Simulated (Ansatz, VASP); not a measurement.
# One calculation of Na, two programs

File INCAR:

```
PREC = Accurate
ENCUT = 520
EDIFF = 1E-8
ISMEAR = -1
SIGMA = 0.05
LREAL = False
LASPH = True
NELM = 60
ALGO = Normal
ISIF = 2
LWAVE = False
LCHARG = False
GGA = PE
LEFG = True
NBANDS = 10
```

The input KPOINTS:

```
regular mesh
0
Gamma
  12 12 12
```

POSCAR

```
Na
1.0
   -2.1810250000      2.1810250000      2.1175000000
    2.1810250000     -2.1810250000      2.1175000000
    2.1810250000      2.1810250000     -2.1175000000
Na
1
Direct
    0.0000000000      0.0000000000      0.0000000000
```

Input for Ansatz:

```yaml
crystal:
  lattice:
    - [-2.181025, 2.181025, 2.1175]
    - [2.181025, -2.181025, 2.1175]
    - [2.181025, 2.181025, -2.1175]
  atoms:
    - { symbol: Na, position: [0.0, 0.0, 0.0] }
kpoints:
  mp_grid: { grid: [12, 12, 12] }
scf:
  occupations: { method: fermi_dirac, width: 0.05 }
hamiltonian:
  xc: pbe
  pseudopotentials: { kind: paw }
output:
  forces: true
  stress: true
  eigenvalues: true
  efg: { contact_densities: true }
```

Change from the starting cell: equal xx and yy strain of +3 %, PAW files.

Alike in both runs: task electric field gradients; functional PBE; k mesh 12 × 12 × 12; occupations fermi-dirac, width 0.05 eV; no spin polarisation.

```csv
,VASP,Ansatz
version,VASP 6.6.1,Ansatz 0.2.0
potentials or method,"VASP PAW PBE potentials, release 64 (Na_pv)","PAW with Ansatz's default frozen-core files, scalar-relativistic"
plane-wave cutoff (eV),520,420
valence electrons in the cell,7,9
```

|  | VASP | Ansatz | Ansatz less VASP |
| --- | --- | --- | --- |
| pressure (GPa) | -0.6 | -0.6 | +0.01 |
| traceless stress, the component that is largest in VASP (GPa) | -0.05 | -0.05 | +0.001 |
| size of Vzz on the site where it differs most (V/Å²) | 0.2 | 0.2 | 0.00 |

The functional is the same, so the differences come from potentials, cutoffs and numerics. VASP's potentials hold 7 valence electrons a cell and Ansatz's 9, so a difference there can come from the potentials and not from the codes.
